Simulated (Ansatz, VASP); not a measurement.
**Two plane-wave programs on NaF**

```xyz
4
Lattice="0.0000 3.1745 5.7424 1.6502 0.0000 5.7424 1.6502 3.1745 0.0000" Properties=species:S:1:pos:R:3 pbc="T T T"
Na    1.6502    3.1745    2.1075
Na    0.8251    1.5873    4.9787
F     1.6502    3.1745    9.3772
F     0.8251    1.5873    0.7637
```

Alike in both runs: task relaxation of cell and atoms; functional PBE; k mesh 8 × 8 × 8; no spin polarisation.

```csv
,VASP,Ansatz
version,VASP 6.6.1,Ansatz 0.2.0
potentials or method,"VASP PAW PBE potentials, release 64 (Na_pv, F), cutoff 600 eV","scalar-relativistic, plane waves, PAW"
occupations,"gaussian, width 0.01 eV",fixed
valence electrons in the cell,28,32
```

Ansatz gave:

* gap on the k mesh at the Fermi level, each at its own relaxed structure (eV): 5.38
* relaxed volume (Å³/atom): 15.04
* relaxed cell length with the largest relative difference (Å): 3.573

Problem. Which values does VASP return?

Solution. gap on the k mesh at the Fermi level, each at its own relaxed structure (eV): 5.39; relaxed volume (Å³/atom): 14.96; relaxed cell length with the largest relative difference (Å): 3.558.

VASP's potentials hold 28 valence electrons a cell and Ansatz's 32, so a difference there can come from the potentials and not from the codes.
